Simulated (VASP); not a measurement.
# TiSi (Cmmm) in VASP: a series of runs

The runs below take TiSi through single point, with PBEsol.

Program: VASP 6.6.1. These are calculated values, not measurements. Logs are shortened: lines on timing, memory, paths and dates and some standing lists are left out, and cuts for length are marked.

## (1) The cell of the first run

It takes space group Cmmm (No. 65, orthorhombic). The conventional cell has a = 3.605 Å, b = 4.133 Å, c = 3.793 Å, α = 90.00°, β = 90.00°, γ = 90.00°. Within 3.5 Å of Ti (site symmetry mmm) lie 8 Si at 2.62 to 2.80 Å and 4 Ti at 2.74 Å. Within 3.5 Å of Si (site symmetry mmm) lie 8 Ti at 2.62 to 2.80 Å and 4 Si at 2.74 Å.

## (2) Single point, PBEsol

INCAR

```
PREC = Accurate ; ENCUT = 520
EDIFF = 1E-7 ; ISMEAR = 0
SIGMA = 0.15 ; LREAL = F
LASPH = T ; NELM = 80
ALGO = Normal ; ISIF = 2
LWAVE = F ; LCHARG = T
GGA = PS ; LELF = T
LVHAR = T ; NBANDS = 15
```

KPOINTS

```
Automatic mesh
0
Gamma
  12 12 10
```

POSCAR

```
TiSi
1.0
    1.8026697260     -2.0662876281      0.0000000000
    1.8026697260      2.0662876281      0.0000000000
    0.0000000000      0.0000000000      3.7927044810
Ti Si
1 1
Direct
    0.5000000000      0.5000000000      0.0000000000
    0.0000000000      0.0000000000      0.5000000000
```

Potentials or basis: VASP PAW PBE potentials, release 64 (Ti_sv, Si).

On the command line:

```console
$ cat potpaw_PBE.64/Ti_sv/POTCAR potpaw_PBE.64/Si/POTCAR > POTCAR
$ mpirun -np 1 vasp_std > vasp.out
```

OUTCAR:

```text
PREC = Accurate
   ENCUT = 520
   EDIFF = 1E-7
   ISMEAR = 0
   LREAL = F
   LASPH = T
   NELM = 80
   ISIF = 2
   GGA = PS

 ion  position               nearest neighbor table
   1  0.500  0.500  0.000-   2 2.62   2 2.62   2 2.62   2 2.62   2 2.80   2 2.80   2 2.80   2 2.80

   2  0.000  0.000  0.500-   1 2.62   1 2.62   1 2.62   1 2.62   1 2.80   1 2.80   1 2.80   1 2.80

  LATTYP: Found a base centered orthorhombic cell.
 ALAT       =     3.6053394520
 B/A-ratio  =     1.1462374934
 C/A-ratio  =     1.0519687623

  Lattice vectors:

 A1 = (   1.8026697260,  -2.0662876281,   0.0000000000)
 A2 = (   1.8026697260,   2.0662876281,   0.0000000000)
 A3 = (   0.0000000000,   0.0000000000,   3.7927044810)

Analysis of symmetry for initial positions (statically):
=====================================================================
 Subroutine PRICEL returns:
 Original cell was already a primitive cell.

 Routine SETGRP: Setting up the symmetry group for a
 base centered orthorhombic supercell.

 Subroutine GETGRP returns: Found  8 space group operations
 (whereof  8 operations were pure point group operations)
 out of a pool of  8 trial point group operations.

The static configuration has the point symmetry D_2h.

Analysis of symmetry for dynamics (positions and initial velocities):
=====================================================================
 Subroutine PRICEL returns:
 Original cell was already a primitive cell.

 Routine SETGRP: Setting up the symmetry group for a
 base centered orthorhombic supercell.

 Subroutine GETGRP returns: Found  8 space group operations
 (whereof  8 operations were pure point group operations)
 out of a pool of  8 trial point group operations.

The dynamic configuration has the point symmetry D_2h.

 Subroutine INISYM returns: Found  8 space group operations
 (whereof  8 operations are pure point group operations),
 and found     1 'primitive' translations

----------------------------------------------------------------------------------------

                                     Primitive cell

  volume of cell :      28.2544

  direct lattice vectors                    reciprocal lattice vectors
     1.802669726 -2.066287628  0.000000000     0.277366393 -0.241979864  0.000000000
     1.802669726  2.066287628  0.000000000     0.277366393  0.241979864  0.000000000
     0.000000000  0.000000000  3.792704481     0.000000000  0.000000000  0.263664096

  length of vectors
     2.742109171  2.742109171  3.792704481     0.368084733  0.368084733  0.263664096

  position of ions in fractional coordinates (direct lattice)
     0.500000000  0.500000000  0.000000000
     0.000000000  0.000000000  0.500000000

  ion indices of the primitive-cell ions
   primitive index   ion index
                 1           1
                 2           2

----------------------------------------------------------------------------------------

 KPOINTS: Automatic mesh

Automatic generation of k-mesh.
 Grid dimensions read from file:
 generate k-points for:   12   12   10

 Generating k-lattice:

  Cartesian coordinates                     Fractional coordinates (reciprocal lattice)
     0.023113866 -0.020164989  0.000000000     0.083333333 -0.000000000  0.000000000
     0.023113866  0.020164989  0.000000000    -0.000000000  0.083333333  0.000000000
     0.000000000  0.000000000  0.026366410     0.000000000  0.000000000  0.100000000

  Length of vectors
     0.030673728  0.030673728  0.026366410

  Shift w.r.t. Gamma in fractional coordinates (k-lattice)
     0.000000000  0.000000000  0.000000000

 Subroutine IBZKPT returns following result:
 ===========================================

 Found    258 irreducible k-points:

 Following reciprocal coordinates:
            Coordinates               Weight
  0.000000  0.000000  0.000000      1.000000
  0.083333  0.000000  0.000000      4.000000
  0.166667  0.000000  0.000000      4.000000
  0.250000  0.000000  0.000000      4.000000
  0.333333  0.000000  0.000000      4.000000
  0.416667  0.000000  0.000000      4.000000
[... 16 lines left out ...]
  0.500000  0.166667  0.000000      4.000000
 -0.416667  0.166667  0.000000      4.000000
 [... further k-points ...]
   k-points           NKPTS =    258   k-points in BZ     NKDIM =    258   number of bands    NBANDS=     15
   number of dos      NEDOS =    301   number of ions     NIONS =      2
   total plane-waves  NPLWV =  11200
   dimension x,y,z NGX =    20 NGY =   20 NGZ =   28
   dimension x,y,z NGXF=    40 NGYF=   40 NGZF=   56
   ions per type =               1   1
   NGX,Y,Z   is equivalent  to a cutoff of  12.13, 12.13, 12.27 a.u.
   NGXF,Y,Z  is equivalent  to a cutoff of  24.25, 24.25, 24.55 a.u.
 SYSTEM =  unknown system
   PREC   = accura    normal or accurate (medium, high low for compatibility)
   ISTART =      0    job   : 0-new  1-cont  2-samecut
   ICHARG =      2    charge: 1-file 2-atom 10-const
   ISPIN  =      1    spin polarized calculation?
   LNONCOLLINEAR =      F non collinear calculations
   LSORBIT =      F    spin-orbit coupling
   LASPH  =      T    aspherical Exc in radial PAW
   ENCUT  =  520.0 eV  38.22 Ry    6.18 a.u.   5.10  5.10  7.05*2*pi/ulx,y,z
   NELM   =     80;   NELMIN=  2; NELMDL= -5     # of ELM steps
   EDIFF  = 0.1E-06   stopping-criterion for ELM
   LREAL  =      F    real-space projection
   EDIFFG = 0.1E-05   stopping-criterion for IOM
   NSW    =      0    number of steps for IOM
   IBRION =     -1    ionic relax: 0-MD 1-quasi-New 2-CG
   NFREE  =      0    steps in history (QN), initial steepest desc. (CG)
   ISIF   =      2    stress and relaxation
   ISYM   =      2    0-nonsym 1-usesym 2-fastsym
   POTIM  = 0.5000    time-step for ionic-motion
   TEBEG  =    0.0;   TEEND  =   0.0 temperature during run
   PSTRESS=    0.0 pullay stress
   NELECT =      16.0000    total number of electrons
   NUPDOWN=      -1.0000    fix difference up-down
   EMIN   =  10.00;   EMAX   =-10.00  energy-range for DOS
   EFERMI =   0.00;   METHOD = LEGACY
   ISMEAR =     0;   SIGMA  =   0.15  broadening in eV -4-tet -1-fermi 0-gaus
   EFERMI_NEDOS =   21; number of points for ismear=-14 and -15
   IALGO  =     38    algorithm
   IMIX   =      4    mixing-type and parameters
     AMIX     =   0.40;   BMIX     =  1.00
     AMIX_MAG =   1.60;   BMIX_MAG =  1.00
  volume/ion in A,a.u.               =      14.13        95.34
  Fermi-wavevector in a.u.,A,eV,Ry     =   1.354418  2.559480 24.959197  1.834449
  Thomas-Fermi vector in A             =   2.481592
   LORBIT       =      0    0 simple, 1 ext, 2 COOP (PROOUT), +10 PAW based schemes
   GGA     = PS    functional components
   LHFCALC =     F    Hartree Fock is set to
   AEXX    =    0.0000 exact exchange contribution
   IVDW    =     0    specifies the selected vdW correction
   LEPSILON=     F    determine dielectric tensor
   LRPA    =     F    only Hartree local field effects (RPA)
 non-spin polarized calculation
 Gauss-broadening in eV      SIGMA  =   0.15
  energy-cutoff  :      520.00
  volume of cell :       28.25
 maximum number of plane-waves:       780
   NGX = 11   NGY = 11   NGZ = 15

 number of electron      16.0000011 magnetization

 Free energy of the ion-electron system (eV)
  ---------------------------------------------------
  ext. energy  EPLUGINS =         0.00000000
  ---------------------------------------------------
  free energy    TOTEN  =       -15.33450272 eV

  energy without entropy =      -15.32237629  energy(sigma->0) =      -15.32843951

 E-fermi :  10.5076     XC(G=0): -11.9964

 val. band max:       10.4958416061   @ k =  -0.4167   0.3333   0.1000
 cond. band min:      10.5170875394   @ k =   0.4167   0.4167   0.0000
 fundamental gap:      0.0212459333
 Fermi energy:        10.5076348788

 k-point     1 :       0.0000    0.0000    0.0000
  band No.  band energies     occupation
      1     -45.9257      2.00000
      2     -22.4460      2.00000
      3     -21.9806      2.00000
      4     -21.8669      2.00000
      5      -1.4881      2.00000
      6       7.9169      2.00000
      7       8.6693      2.00000
      8       9.2437      2.00000
      9      12.2602      0.00000
     10      12.8840      0.00000
     11      13.6085      0.00000
     12      15.9831      0.00000
     13      16.6835      0.00000
     14      16.9696      0.00000
     15      18.9525      0.00000

 k-point     2 :       0.0833    0.0000    0.0000
  band No.  band energies     occupation
      1     -45.9200      2.00000
      2     -22.4402      2.00000
      3     -22.0052      2.00000
      4     -21.8847      2.00000
      5      -1.3436      2.00000
      6       8.0352      2.00000
      7       8.5733      2.00000
      8       9.2519      2.00000
      9      12.3801      0.00000
     10      12.9109      0.00000
     11      13.4262      0.00000
     12      15.0665      0.00000
     13      16.5848      0.00000
     14      17.0015      0.00000
     15      19.8402      0.00000

 k-point     3 :       0.1667    0.0000    0.0000
  band No.  band energies     occupation
      1     -45.9043      2.00000
      2     -22.4245      2.00000
      3     -22.1054      2.00000
      4     -21.8987      2.00000
      5      -0.9156      2.00000
      6       8.3170      2.00000
      7       8.3259      2.00000
      8       9.1278      2.00000
      9      12.6376      0.00000
     10      13.0362      0.00000
     11      13.0721      0.00000
     12      13.5558      0.00000
     13      16.8600      0.00000
     14      17.0910      0.00000
     15      20.7370      0.00000
[... 343 lines left out ...]
 k-point    23 :       0.5000    0.1667    0.0000
  band No.  band energies     occupation
      1     -45.8195      2.00000
      2     -22.5526      2.00000
      3     -22.3411      2.00000
      4     -22.0286      2.00000
      5       3.0698      2.00000
      6       4.6019      2.00000
      7       7.8526      2.00000
      8       9.9120      2.00000
      9      11.0618      0.00000
     10      11.6610      0.00000
     11      14.5287      0.00000
     12      16.4850      0.00000
     13      16.6698      0.00000
     14      17.0277      0.00000
     15      17.8377      0.00000

 k-point    24 :      -0.4167    0.1667    0.0000
  band No.  band energies     occupation
      1     -45.8258      2.00000
      2     -22.5066      2.00000
      3     -22.3477      2.00000
      4     -22.0285      2.00000
      5       2.0083      2.00000
      6       5.8734      2.00000
      7       7.9638      2.00000
      8      10.2762      1.97086
      9      10.6161      0.30629
     10      11.6851      0.00000
     11      14.2425      0.00000
     12      15.7044      0.00000
     13      16.6042      0.00000
     14      17.3751      0.00000
     15      18.8819      0.00000

 [... further k-points ...]

------------------------ aborting loop because EDIFF is reached ----------------------------------------

  FORCE on cell =-STRESS in cart. coord.  units (eV):
  Direction    XX          YY          ZZ          XY          YZ          ZX
  --------------------------------------------------------------------------------------
  -------------------------------------------------------------------------------------
  Total        0.0293172     -0.0231462      0.0095924      0.0000000      0.0000000      0.0000000
  in kB        1.6624468     -1.3125137      0.5439433      0.0000000      0.0000000      0.0000000
  external PRESSURE =       0.2979588 kB  Pullay stress =       0.0000000 kB

 VOLUME and BASIS-vectors are now :
 -----------------------------------------------------------------------------
  energy-cutoff  :      520.00
  volume of cell :       28.25
      direct lattice vectors                 reciprocal lattice vectors
     1.802669726 -2.066287628  0.000000000     0.277366393 -0.241979864  0.000000000
     1.802669726  2.066287628  0.000000000     0.277366393  0.241979864  0.000000000
     0.000000000  0.000000000  3.792704481     0.000000000  0.000000000  0.263664096

 POSITION                                       TOTAL-FORCE (eV/Angst)
 -----------------------------------------------------------------------------------
      1.80267      0.00000      0.00000         0.000000      0.000000      0.000000
      0.00000      0.00000      1.89635         0.000000      0.000000      0.000000
 -----------------------------------------------------------------------------------
    total drift:                                0.000000      0.000000     -0.000000

  FREE ENERGIE OF THE ION-ELECTRON SYSTEM (eV)
  ---------------------------------------------------
  free  energy   TOTEN  =       -15.3345027185 eV

  energy  without entropy=      -15.3223762922  energy(sigma->0) =      -15.32843951
```

Run time: 36 s. Hardware: 1 thread of Intel Xeon 6975P-C (Granite Rapids), shared host; peak memory 0.22 GiB.

Results:

- Free energy: -15.3345 eV
- Pressure: 0.0 GPa
- Band gap on the k mesh: zero (band 8 reaches 11.29 eV, above the bottom of band 9 at 9.51 eV)

Levels at points of the mesh, in eV from the Fermi level:
```
           k point  band 5  band 6  band 7  band 8  band 9  band 10  band 11  band 12
(0.00, 0.00, 0.00)  -12.00   -2.59   -1.84   -1.26    1.75     2.38     3.10     5.48
(0.50, 0.00, 0.00)   -7.70   -6.56   -3.06   -0.87    1.65     2.45     4.44     4.75
(0.50, 0.50, 0.00)   -5.82   -3.76   -1.68   -1.37   -1.00    -0.45     2.93     3.23
(0.00, 0.00, 0.50)  -10.62   -6.67   -0.96    0.45    0.74     1.70     3.17     6.92
(0.50, 0.00, 0.50)   -8.08   -5.01   -2.64   -1.80    1.34     1.81     1.97     3.35
(0.50, 0.50, 0.50)   -4.98   -4.00   -3.58   -2.89    2.18     2.48     2.80     4.15
```

Caveat: the PAW data sets were made with another functional, which shifts forces and pressure a little.

## (3) Single point, PBEsol

This run uses another cell than the first one, of 14.63 Å³/atom, 1.036 times its volume.

INCAR

```
  PREC = Accurate
  ENCUT = 500
  EDIFF = 1E-6
  ISMEAR = 0
  SIGMA = 0.1
  LREAL = False
  LASPH = True
  NELM = 120
  ALGO = Normal
  ISIF = 2
  LWAVE = False
  LCHARG = False
  GGA = PS
  NBANDS = 15
  GGA_COMPAT = False
```

KPOINTS

```
Automatic mesh
0
Gamma
  6 6 6
```

POSCAR

```
TiSi
1.0
    1.8161780000     -2.1176240000      0.0000000000
    1.8161780000      2.1176240000      0.0000000000
    0.0000000000      0.0000000000      3.8039340000
Ti Si
1 1
Direct
    0.5000000000      0.5000000000      0.0000000000
    0.0000000000      0.0000000000      0.5000000000
```

Potentials or basis: VASP PAW PBE potentials, release 64 (Ti_sv, Si).

On the command line:

```console
$ cat potpaw_PBE.64/Ti_sv/POTCAR potpaw_PBE.64/Si/POTCAR > POTCAR
$ mpirun -np 1 vasp_std > vasp.out
```

It took 20 s on 1 thread of AMD EPYC 7R43 (Zen 3), shared host; peak memory 0.11 GiB.

Results (log left out):

| Property | Result |
| --- | --- |
| Free energy | -15.3045 eV |
| Pressure | -4.1 GPa |
| Band gap on the k mesh | zero (band 8 reaches 10.61 eV, above the bottom of band 9 at 9.17 eV) |

Stress tensor (GPa, compression positive):
```
-4.80  0.00  0.00
 0.00 -3.13  0.00
 0.00  0.00 -4.49
```

Levels at points of the mesh, in eV from the Fermi level:
```tsv
k point	band 6	band 7	band 8	band 9	band 10	band 11
(0.00, 0.00, 0.00)	-2.30	-1.54	-1.01	1.77	2.44	3.01
(0.50, 0.00, 0.00)	-6.22	-2.74	-0.72	1.76	2.44	4.37
(0.50, 0.50, 0.00)	-3.64	-1.40	-1.18	-0.75	-0.20	2.96
(0.00, 0.00, 0.50)	-6.38	-0.71	0.69	0.72	1.79	3.08
(0.50, 0.00, 0.50)	-4.68	-2.49	-1.61	1.50	1.92	1.95
(0.50, 0.50, 0.50)	-3.70	-3.25	-3.00	2.24	2.69	2.75
```

Caveat: the k points lie up to 0.38 Å⁻¹ apart; the PAW data sets were made with another functional, which shifts forces and pressure a little.
